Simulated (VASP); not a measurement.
A run of VASP 6.6.1 is set up as follows.

The input POSCAR:

```
AlN
1.0
    0.0100943423      2.0188684513      2.0188684513
    2.0188684513      0.0100943423      2.0188684513
    2.0289627935      2.0289627935     -0.0000000001
Al N
1 1
Direct
    0.0000000000      0.0000000000      0.0000000000
    0.5000000000      0.5000000000      0.5000000000
```

INCAR.step1

```
PREC = Accurate
ENCUT = 500
EDIFF = 1E-8
ISMEAR = 0
SIGMA = 0.01
LREAL = F
LASPH = T
NELM = 80
ALGO = Normal
LWAVE = T
LCHARG = F
GGA = PE
```

The input INCAR.step2:

```
PREC = Accurate
ENCUT = 500
EDIFF = 1E-8
ISMEAR = 0
SIGMA = 0.01
LREAL = F
LASPH = T
NELM = 1
ALGO = Exact
LWAVE = T
LCHARG = F
GGA = PE
NBANDS = 72
LOPTICS = T
ISTART = 1
```

File INCAR.step3:

```
PREC = Accurate
ENCUT = 500
EDIFF = 1E-8
ISMEAR = 0
SIGMA = 0.01
LREAL = F
LASPH = T
ALGO = EVGW0
LWAVE = F
LCHARG = F
GGA = PE
NELMGW = 1
NBANDS = 72
ENCUTGW = 150.0
NOMEGA = 48
PRECFOCK = Fast
ISTART = 1
NBANDSGW = 12
```

KPOINTS

```
Automatic mesh
0
Gamma
  6 6 6
```

Potentials or basis: VASP PAW PBE potentials, release 64 (Al_GW, N_GW).

Command:

```console
$ cat potpaw_PBE.64/Al_GW/POTCAR potpaw_PBE.64/N_GW/POTCAR > POTCAR
$ cp INCAR.step1 INCAR
$ mpirun -np 1 vasp_std > vasp.out
$ cp INCAR.step2 INCAR
$ mpirun -np 1 vasp_std > vasp.out
$ cp INCAR.step3 INCAR
$ mpirun -np 1 vasp_std > vasp.out
```

Predict the quasiparticle gap.

6.10 eV.

Estimate the least direct quasiparticle gap.

7.43 eV.

Estimate the least direct gap of the starting levels on the mesh.

5.67 eV.

Predict the band gap of the starting levels on the mesh.

4.54 eV.

Caveat: the k points lie up to 0.45 Å⁻¹ apart; bands, screening cutoff and mesh are small and nothing is extrapolated, so the quasiparticle values aren't converged.
